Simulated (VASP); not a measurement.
A run of VASP 6.6.1 is set up as follows.

Contents of INCAR:

```
  ALGO = Fast
  EDIFF = 1E-6
  ENCUT = 520
  GGA = RP
  ISIF = 2
  ISMEAR = -1
  IVDW = 13
  LASPH = True
  LCHARG = False
  LREAL = False
  LWAVE = False
  NBANDS = 13
  NELM = 60
  PREC = Accurate
  SIGMA = 0.05
```

KPOINTS

```
k-points
0
Gamma
  9 9 9
```

POSCAR

```
Pb
1.0
    0.0000000000      2.5075897876      2.5075897876
    2.5075897876      0.0000000000      2.5075897876
    2.5075897876      2.5075897876      0.0000000000
Pb
1
Direct
    0.0000000000      0.0000000000      0.0000000000
```

Potentials or basis: VASP PAW PBE potentials, release 64 (Pb_d).

Run with:

```bash
$ cat potpaw_PBE.64/Pb_d/POTCAR > POTCAR
$ mpirun -np 1 vasp_std > vasp.out
```

Q: Predict the band gap on the k mesh.

A: Zero (band 7 reaches 14.12 eV, above the bottom of band 8 at 5.52 eV).

Q: Estimate the pressure.

A: -1.4 GPa.

Q: Predict the dispersion energy per atom.

A: -0.704 eV.

Caveat: the PAW data sets were made with another functional, which shifts forces and pressure a little; spin-orbit coupling is left out, which moves the levels of the heavy elements; pairwise dispersion overbinds metals, which lowers pressure and volume.
